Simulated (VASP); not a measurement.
# Si2B2C (P4/mmm) in VASP: a series of runs

Si2B2C is run at these levels: PBE; tasks: single point.

Everything below comes from runs of VASP 6.6.1. Logs are shortened: lines on timing, memory, paths and dates and some standing lists are left out, and cuts for length are marked.

**1. The cell of the first run**

The structure is tetragonal, space group P4/mmm (No. 123). The conventional cell has a = 4.409 Å, b = 4.409 Å, c = 2.817 Å, α = 90.00°, β = 90.00°, γ = 90.00°. Within 2.9 Å of Si (site symmetry mmm) lie 6 B at 2.20 to 2.62 Å and 4 C at 2.62 Å and 2 Si at 2.82 Å. B (site symmetry 4/mmm) has 2 C at 1.41 Å within 1.9 Å. B (site symmetry 4/mmm) has 8 Si at 2.62 Å and 10 B at 2.82 to 3.42 Å and 4 C at 3.12 Å within 3.5 Å. Within 1.9 Å of C (site symmetry 4/mmm) lie 2 B at 1.41 Å.

**2. Single point, PBE**

File INCAR:

```
PREC = Accurate
ENCUT = 520
EDIFF = 1E-6
ISMEAR = 0
SIGMA = 0.1
LREAL = F
LASPH = T
NELM = 100
ALGO = Normal
ISIF = 2
LWAVE = F
LCHARG = T
GGA = PE
LELF = T
LVHAR = T
NBANDS = 17
```

File KPOINTS:

```
Automatic mesh
0
Gamma
  4 4 6
```

File POSCAR:

```
Si2B2C
1.0
    4.4088382753      0.0000000000      0.0000000000
    0.0000000000      4.4088382753      0.0000000000
    0.0000000000      0.0000000000      2.8172004200
Si B C
2 2 1
Direct
    0.0000000000      0.5000000000      0.5000000000
    0.5000000000      0.0000000000      0.5000000000
    0.0000000000      0.0000000000      0.5000000000
    0.5000000000      0.5000000000      0.0000000000
    0.0000000000      0.0000000000      0.0000000000
```

Potentials or basis: VASP PAW PBE potentials, release 64 (Si, B, C).

Run with:

```bash
$ cat potpaw_PBE.64/Si/POTCAR potpaw_PBE.64/B/POTCAR potpaw_PBE.64/C/POTCAR > POTCAR
$ mpirun -np 1 vasp_std > vasp.out
```

OUTCAR:

```text
PREC = Accurate
   ENCUT = 520
   EDIFF = 1E-6
   ISMEAR = 0
   LREAL = F
   LASPH = T
   NELM = 100
   ISIF = 2
   GGA = PE

 ion  position               nearest neighbor table
   1  0.000  0.500  0.500-   3 2.20   3 2.20   4 2.62   4 2.62   4 2.62   4 2.62   2 3.12   2 3.12
                             2 3.12   2 3.12
   2  0.500  0.000  0.500-   3 2.20   3 2.20   4 2.62   4 2.62   4 2.62   4 2.62   1 3.12   1 3.12
                             1 3.12   1 3.12
   3  0.000  0.000  0.500-   5 1.41   5 1.41   1 2.20   2 2.20   1 2.20   2 2.20
   4  0.500  0.500  0.000-   1 2.62   2 2.62   1 2.62   2 2.62   2 2.62   2 2.62   1 2.62   1 2.62

   5  0.000  0.000  0.000-   3 1.41   3 1.41

  LATTYP: Found a simple tetragonal cell.
 ALAT       =     4.4088382753
 C/A-ratio  =     0.6389892856

  Lattice vectors:

 A1 = (   4.4088382753,   0.0000000000,   0.0000000000)
 A2 = (   0.0000000000,   4.4088382753,   0.0000000000)
 A3 = (   0.0000000000,   0.0000000000,   2.8172004200)

Analysis of symmetry for initial positions (statically):
=====================================================================
 Subroutine PRICEL returns:
 Original cell was already a primitive cell.

 Routine SETGRP: Setting up the symmetry group for a
 simple tetragonal supercell.

 Subroutine GETGRP returns: Found 16 space group operations
 (whereof 16 operations were pure point group operations)
 out of a pool of 16 trial point group operations.

The static configuration has the point symmetry D_4h.

Analysis of symmetry for dynamics (positions and initial velocities):
=====================================================================
 Subroutine PRICEL returns:
 Original cell was already a primitive cell.

 Routine SETGRP: Setting up the symmetry group for a
 simple tetragonal supercell.

 Subroutine GETGRP returns: Found 16 space group operations
 (whereof 16 operations were pure point group operations)
 out of a pool of 16 trial point group operations.

The dynamic configuration has the point symmetry D_4h.

 Subroutine INISYM returns: Found 16 space group operations
 (whereof 16 operations are pure point group operations),
 and found     1 'primitive' translations

----------------------------------------------------------------------------------------

                                     Primitive cell

  volume of cell :      54.7603

  direct lattice vectors                    reciprocal lattice vectors
     4.408838275  0.000000000  0.000000000     0.226817120  0.000000000  0.000000000
     0.000000000  4.408838275  0.000000000     0.000000000  0.226817120  0.000000000
     0.000000000  0.000000000  2.817200420     0.000000000  0.000000000  0.354962321

  length of vectors
     4.408838275  4.408838275  2.817200420     0.226817120  0.226817120  0.354962321

  position of ions in fractional coordinates (direct lattice)
     0.000000000  0.500000000  0.500000000
     0.500000000  0.000000000  0.500000000
     0.000000000  0.000000000  0.500000000
     0.500000000  0.500000000  0.000000000
     0.000000000  0.000000000  0.000000000

  ion indices of the primitive-cell ions
   primitive index   ion index
                 1           1
                 2           2
                 3           3
                 4           4
                 5           5

----------------------------------------------------------------------------------------

 KPOINTS: Automatic mesh

Automatic generation of k-mesh.
 Grid dimensions read from file:
 generate k-points for:    4    4    6

 Generating k-lattice:

  Cartesian coordinates                     Fractional coordinates (reciprocal lattice)
     0.056704280  0.000000000  0.000000000     0.250000000  0.000000000  0.000000000
     0.000000000  0.056704280  0.000000000     0.000000000  0.250000000  0.000000000
     0.000000000  0.000000000  0.059160387     0.000000000  0.000000000  0.166666667

  Length of vectors
     0.056704280  0.056704280  0.059160387

  Shift w.r.t. Gamma in fractional coordinates (k-lattice)
     0.000000000  0.000000000  0.000000000

 Subroutine IBZKPT returns following result:
 ===========================================

 Found     24 irreducible k-points:

 Following reciprocal coordinates:
            Coordinates               Weight
  0.000000  0.000000  0.000000      1.000000
  0.250000  0.000000  0.000000      4.000000
  0.500000  0.000000  0.000000      2.000000
  0.250000  0.250000  0.000000      4.000000
  0.500000  0.250000  0.000000      4.000000
  0.500000  0.500000  0.000000      1.000000
[... 16 lines left out ...]
  0.500000  0.250000  0.500000      4.000000
  0.500000  0.500000  0.500000      1.000000
   k-points           NKPTS =     24   k-points in BZ     NKDIM =     24   number of bands    NBANDS=     17
   number of dos      NEDOS =    301   number of ions     NIONS =      5
   total plane-waves  NPLWV =  31104
   dimension x,y,z NGX =    36 NGY =   36 NGZ =   24
   dimension x,y,z NGXF=    72 NGYF=   72 NGZF=   48
   ions per type =               2   2   1
   NGX,Y,Z   is equivalent  to a cutoff of  13.57, 13.57, 14.16 a.u.
   NGXF,Y,Z  is equivalent  to a cutoff of  27.15, 27.15, 28.33 a.u.
 SYSTEM =  unknown system
   PREC   = accura    normal or accurate (medium, high low for compatibility)
   ISTART =      0    job   : 0-new  1-cont  2-samecut
   ICHARG =      2    charge: 1-file 2-atom 10-const
   ISPIN  =      1    spin polarized calculation?
   LNONCOLLINEAR =      F non collinear calculations
   LSORBIT =      F    spin-orbit coupling
   LASPH  =      T    aspherical Exc in radial PAW
   ENCUT  =  520.0 eV  38.22 Ry    6.18 a.u.   8.20  8.20  5.24*2*pi/ulx,y,z
   NELM   =    100;   NELMIN=  2; NELMDL= -5     # of ELM steps
   EDIFF  = 0.1E-05   stopping-criterion for ELM
   LREAL  =      F    real-space projection
   EDIFFG = 0.1E-04   stopping-criterion for IOM
   NSW    =      0    number of steps for IOM
   IBRION =     -1    ionic relax: 0-MD 1-quasi-New 2-CG
   NFREE  =      0    steps in history (QN), initial steepest desc. (CG)
   ISIF   =      2    stress and relaxation
   ISYM   =      2    0-nonsym 1-usesym 2-fastsym
   POTIM  = 0.5000    time-step for ionic-motion
   TEBEG  =    0.0;   TEEND  =   0.0 temperature during run
   PSTRESS=    0.0 pullay stress
   NELECT =      18.0000    total number of electrons
   NUPDOWN=      -1.0000    fix difference up-down
   EMIN   =  10.00;   EMAX   =-10.00  energy-range for DOS
   EFERMI =   0.00;   METHOD = LEGACY
   ISMEAR =     0;   SIGMA  =   0.10  broadening in eV -4-tet -1-fermi 0-gaus
   EFERMI_NEDOS =   21; number of points for ismear=-14 and -15
   IALGO  =     38    algorithm
   IMIX   =      4    mixing-type and parameters
     AMIX     =   0.40;   BMIX     =  1.00
     AMIX_MAG =   1.60;   BMIX_MAG =  1.00
  volume/ion in A,a.u.               =      10.95        73.91
  Fermi-wavevector in a.u.,A,eV,Ry     =   1.129823  2.135055 17.367829  1.276499
  Thomas-Fermi vector in A             =   2.266517
   LORBIT       =      0    0 simple, 1 ext, 2 COOP (PROOUT), +10 PAW based schemes
   GGA     = PE    functional components
   LHFCALC =     F    Hartree Fock is set to
   AEXX    =    0.0000 exact exchange contribution
   IVDW    =     0    specifies the selected vdW correction
   LEPSILON=     F    determine dielectric tensor
   LRPA    =     F    only Hartree local field effects (RPA)
 non-spin polarized calculation
 Gauss-broadening in eV      SIGMA  =   0.10
  energy-cutoff  :      520.00
  volume of cell :       54.76
 maximum number of plane-waves:      1492
 NGX is ok and might be reduce to    36
   NGX = 17   NGY = 17   NGZ = 11

 number of electron      17.9999999 magnetization

 Free energy of the ion-electron system (eV)
  ---------------------------------------------------
  ext. energy  EPLUGINS =         0.00000000
  ---------------------------------------------------
  free energy    TOTEN  =       -26.90784110 eV

  energy without entropy =      -26.89672224  energy(sigma->0) =      -26.90228167

 E-fermi :   7.8410     XC(G=0): -11.1867

 val. band max:        7.7981005965   @ k =   0.5000   0.0000   0.5000
 cond. band min:       7.8454605782   @ k =   0.2500   0.2500   0.1667
 fundamental gap:      0.0473599818
 Fermi energy:         7.8409617818

 k-point     1 :       0.0000    0.0000    0.0000
  band No.  band energies     occupation
      1      -8.2278      2.00000
      2      -1.6056      2.00000
      3      -0.2566      2.00000
      4      -0.2566      2.00000
      5       0.6438      2.00000
      6       0.8656      2.00000
[... 9 lines left out ...]
     16      16.7327      0.00000
     17      16.7449      0.00000

 k-point     2 :       0.2500    0.0000    0.0000
  band No.  band energies     occupation
      1      -7.9954      2.00000
      2      -3.0858      2.00000
      3      -0.1872      2.00000
      4      -0.0334      2.00000
      5       0.6576      2.00000
      6       2.9151      2.00000
[... 9 lines left out ...]
     16      15.1326      0.00000
     17      16.3728      0.00000

 k-point     3 :       0.5000    0.0000    0.0000
  band No.  band energies     occupation
      1      -7.6972      2.00000
      2      -4.1010      2.00000
      3       0.2487      2.00000
      4       0.3140      2.00000
      5       0.6716      2.00000
      6       2.1372      2.00000
[... 9 lines left out ...]
     16      15.3485      0.00000
     17      15.8272      0.00000

 k-point     4 :       0.2500    0.2500    0.0000
  band No.  band energies     occupation
      1      -7.7740      2.00000
      2      -3.0136      2.00000
      3      -2.3144      2.00000
      4       0.6704      2.00000
      5       1.3036      2.00000
      6       2.8528      2.00000
[... 9 lines left out ...]
     16      14.7162      0.00000
     17      15.6042      0.00000
[... 343 lines left out ...]
      1      -5.3165      2.00000
      2      -3.8126      2.00000
      3       0.8816      2.00000
      4       1.3746      2.00000
      5       1.6007      2.00000
      6       2.7305      2.00000
[... 9 lines left out ...]
     16      12.5464      0.00000
     17      16.4538      0.00000

 k-point    23 :       0.5000    0.2500    0.5000
  band No.  band energies     occupation
      1      -5.2253      2.00000
      2      -3.5242      2.00000
      3       0.1365      2.00000
      4       1.1580      2.00000
      5       1.7653      2.00000
      6       2.6545      2.00000
[... 9 lines left out ...]
     16      13.3045      0.00000
     17      15.3273      0.00000

 k-point    24 :       0.5000    0.5000    0.5000
  band No.  band energies     occupation
      1      -5.1429      2.00000
      2      -3.2735      2.00000
      3       0.7449      2.00000
      4       0.7449      2.00000
      5       1.8973      2.00000
      6       1.8973      2.00000
[... 9 lines left out ...]
     16      13.9083      0.00000
     17      14.0110      0.00000

------------------------ aborting loop because EDIFF is reached ----------------------------------------

  FORCE on cell =-STRESS in cart. coord.  units (eV):
  Direction    XX          YY          ZZ          XY          YZ          ZX
  --------------------------------------------------------------------------------------
  -------------------------------------------------------------------------------------
  Total        0.0182638      0.0182638      0.0149049      0.0000000      0.0000000      0.0000000
  in kB        0.5343623      0.5343623      0.4360888      0.0000000      0.0000000      0.0000000
  external PRESSURE =       0.5016045 kB  Pullay stress =       0.0000000 kB

 VOLUME and BASIS-vectors are now :
 -----------------------------------------------------------------------------
  energy-cutoff  :      520.00
  volume of cell :       54.76
      direct lattice vectors                 reciprocal lattice vectors
     4.408838275  0.000000000  0.000000000     0.226817120  0.000000000  0.000000000
     0.000000000  4.408838275  0.000000000     0.000000000  0.226817120  0.000000000
     0.000000000  0.000000000  2.817200420     0.000000000  0.000000000  0.354962321

 POSITION                                       TOTAL-FORCE (eV/Angst)
 -----------------------------------------------------------------------------------
      0.00000      2.20442      1.40860         0.000000      0.000000      0.000000
      2.20442      0.00000      1.40860         0.000000      0.000000      0.000000
      0.00000      0.00000      1.40860         0.000000      0.000000      0.000000
      2.20442      2.20442      0.00000         0.000000      0.000000      0.000000
      0.00000      0.00000      0.00000         0.000000      0.000000      0.000000
 -----------------------------------------------------------------------------------
    total drift:                                0.000000     -0.000000      0.000000

  FREE ENERGIE OF THE ION-ELECTRON SYSTEM (eV)
  ---------------------------------------------------
  free  energy   TOTEN  =       -26.9078411005 eV

  energy  without entropy=      -26.8967222434  energy(sigma->0) =      -26.90228167
```

Run time: 16 s. Hardware: 1 thread of Intel Xeon Platinum 8259CL at 2.50GHz (Skylake/Cascade Lake), shared host; peak memory 0.18 GiB.

What came out:

| Quantity | Value |
| --- | --- |
| Free energy | -26.9078 eV |
| Pressure | 0.1 GPa |
| Band gap on the k mesh | zero (band 9 reaches 10.32 eV, above the bottom of band 10 at 5.76 eV) |

Caveat: the k points lie up to 0.37 Å⁻¹ apart.

**3. Single point, PBE**

This run uses another cell than the first one, of 10.88 Å³/atom, 0.993 times its volume.

File INCAR:

```
SYSTEM = Si2B2C
PREC     = Accurate       ! precision mode
ENCUT    = 520            ! plane-wave cutoff, eV
EDIFF    = 1E-6           ! SCF threshold, eV
ISMEAR   = 0              ! smearing method
SIGMA    = 0.1            ! smearing width, eV
LREAL    = .FALSE.        ! projectors in reciprocal space
LASPH    = .TRUE.         ! aspherical terms in the spheres
NELM     = 80             ! most SCF steps
ALGO     = Normal         ! electronic algorithm
ISIF     = 2              ! what is computed and relaxed
LWAVE    = .FALSE.        ! write WAVECAR
LCHARG   = .FALSE.        ! write CHGCAR
GGA      = PE             ! functional
NBANDS   = 17             ! bands
```

File KPOINTS:

```
regular mesh
0
G
  6 6 4
  0 0 0
```

Edit POSCAR of step 2 so:

```diff
@@ -2,5 +2,5 @@
 1.0
-    4.4088382753      0.0000000000      0.0000000000
-    0.0000000000      4.4088382753      0.0000000000
-    0.0000000000      0.0000000000      2.8172004200
+    4.3816468064      0.0000000000      0.0000000000
+    0.0000000000      4.3816468064      0.0000000000
+    0.0000000000      0.0000000000      2.8336336791
 Si B C
```

Potentials or basis: VASP PAW PBE potentials, release 64 (Si, B, C).

Run with:

```bash
$ cat potpaw_PBE.64/Si/POTCAR potpaw_PBE.64/B/POTCAR potpaw_PBE.64/C/POTCAR > POTCAR
$ mpirun -np 1 vasp_std > vasp.out
```

Run time: 22 s. Hardware: 1 thread of Intel Xeon Platinum 8259CL at 2.50GHz (Skylake/Cascade Lake), shared host; peak memory 0.18 GiB.

The run converged. Its results:

* Free energy: -27.1467 eV
* Pressure: 0.1 GPa
* Band gap on the k mesh: zero (band 9 reaches 10.54 eV, above the bottom of band 10 at 5.98 eV)

Levels at points of the mesh, in eV from the Fermi level:
```csv
k point,band 7,band 8,band 9,band 10,band 11,band 12
"(0.00, 0.00, 0.00)",-2.23,-2.23,-1.11,2.96,3.56,3.64
"(0.50, 0.00, 0.00)",-4.06,-0.80,0.82,2.87,3.08,4.52
"(0.50, 0.50, 0.00)",-1.88,0.35,2.59,3.79,3.81,3.82
"(0.00, 0.00, 0.50)",-3.30,-3.30,-3.04,-1.97,1.12,1.12
"(0.50, 0.00, 0.50)",-3.41,-2.76,-1.85,-1.84,-0.11,0.37
"(0.50, 0.50, 0.50)",-5.21,-5.01,1.26,1.26,3.04,3.65
```

Caveat: the k points lie up to 0.55 Å⁻¹ apart.

[end of part 1 of 2]
